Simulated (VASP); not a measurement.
Write the native input for VASP 6.6.1 that does the following.

| Property | Result |
| --- | --- |
| Task | single point |
| Functional | PBEsol |
| Potentials or basis | VASP PAW PBE potentials, release 64 (Ta_pv, C) |
| Cutoff | 520 eV |
| k mesh | 14 × 14 × 4 |
| Occupations | gaussian, width 0.15 eV |
| Spin | no spin polarisation |
| Dipole correction | no |
| Further INCAR settings | ALGO = Normal; EDIFF = 1e-06; NBANDS = 37 |

The structure of Ta4C3 lies in POSCAR:

```
Ta4C3
1.0
   -3.1032734570      0.0000000000      0.0000000000
   -1.5516367285     -2.6875136487      0.0000000000
   -1.1635723827     -0.6717888284     10.1645109918
Ta C
4 3
Direct
    0.2629146576      0.2629146576      0.1893666186
    0.0746227208      0.0746227208      0.9426348013
   -0.1975861354     -0.1975861354      0.6981042887
    0.5304878364      0.5304878364      0.4524423133
    0.1660116054      0.1660116054      0.5770305159
    0.9625932703      0.9625932703      0.0573012258
   -0.1037901376     -0.1037901376      0.3228702664
```

These files were run (other wordings do the same):

INCAR

```
SYSTEM = Ta4C3
  PREC = Accurate
  ENCUT = 520
  EDIFF = 1E-6
  ISMEAR = 0
  SIGMA = 0.15
  LREAL = .False.
  LASPH = .True.
  NELM = 100
  ALGO = Normal
  ISIF = 2
  LWAVE = .False.
  LCHARG = .True.
  GGA = PS
  LELF = .True.
  LVHAR = .True.
  NBANDS = 37
```

KPOINTS

```
Automatic mesh
0
Gamma
  14 14 4
  0 0 0
```

Potentials or basis: VASP PAW PBE potentials, release 64 (Ta_pv, C).

Run with:

```bash
$ cat potpaw_PBE.64/Ta_pv/POTCAR potpaw_PBE.64/C/POTCAR > POTCAR
$ mpirun -np 1 vasp_std > vasp.out
```

Results of the run:

```yaml
Pressure: 65.7 GPa
Largest_force: 84.707 eV/Å
Band_gap_on_the_k_mesh: zero (bands 28 and 29 overlap by 0.67 eV)
```

Caveat: atoms lie so close that the PAW spheres overlap strongly, which falsifies energies and pressures; the cell stands under pressure; the PAW data sets were made with another functional, which shifts forces and pressure a little; spin-orbit coupling is left out, which moves the levels of the heavy elements.

Run time: 12 min on 1 thread of Intel(R) Xeon(R) Platinum 8559C (Emerald Rapids) (shared host), peak memory 0.59 GiB.
